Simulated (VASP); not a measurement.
Mg: single point with LDA

Mg:

```xyz
2
Lattice="3.1336 0.0000 0.0000 -1.5668 2.7138 0.0000 0.0000 0.0000 5.0874" Properties=species:S:1:pos:R:3 pbc="T T T"
Mg    0.0000    1.8092    1.2719
Mg    1.5668    0.9046    3.8156
```

| Property | Result |
| --- | --- |
| Program | VASP 6.6.1 |
| Task | single point |
| Functional | LDA |
| Potentials or basis | VASP PAW LDA potentials, release 64 (Mg) |
| Cutoff | 520 eV |
| k mesh | 6 × 6 × 4 |
| Occupations | methfessel-paxton, width 0.1 eV |
| Spin | no spin polarisation |
| Dipole correction | no |
| Further INCAR settings | ALGO = Normal; EDIFF = 1e-06; NBANDS = 9 |

The pressure is -0.3 GPa. The band gap on the k mesh is zero (band 2 reaches 3.10 eV, above the bottom of band 3 at 1.51 eV).

Stress tensor (GPa, compression positive):
```
-0.54  0.00  0.00
 0.00 -0.54  0.00
 0.00  0.00  0.08
```

Levels at points of the mesh, in eV from the Fermi level:
```tsv
k point	band 1	band 2	band 3	band 4	band 5	band 6
(0.00, 0.00, 0.00)	-7.02	-1.59	-1.11	11.40	11.40	11.57
(0.50, 0.00, 0.00)	-2.06	-2.04	2.90	3.25	3.56	3.98
(0.00, 0.00, 0.50)	-5.57	-5.57	5.35	5.35	12.15	12.15
(0.50, 0.00, 0.50)	-0.98	-0.98	-0.29	-0.29	8.40	8.40
```

Run time: 3.1 s on 1 thread of Intel(R) Xeon(R) Platinum 8488C (Sapphire Rapids), on a shared host, peak memory 0.13 GiB.

Caveat: the k points lie up to 0.39 Å⁻¹ apart.
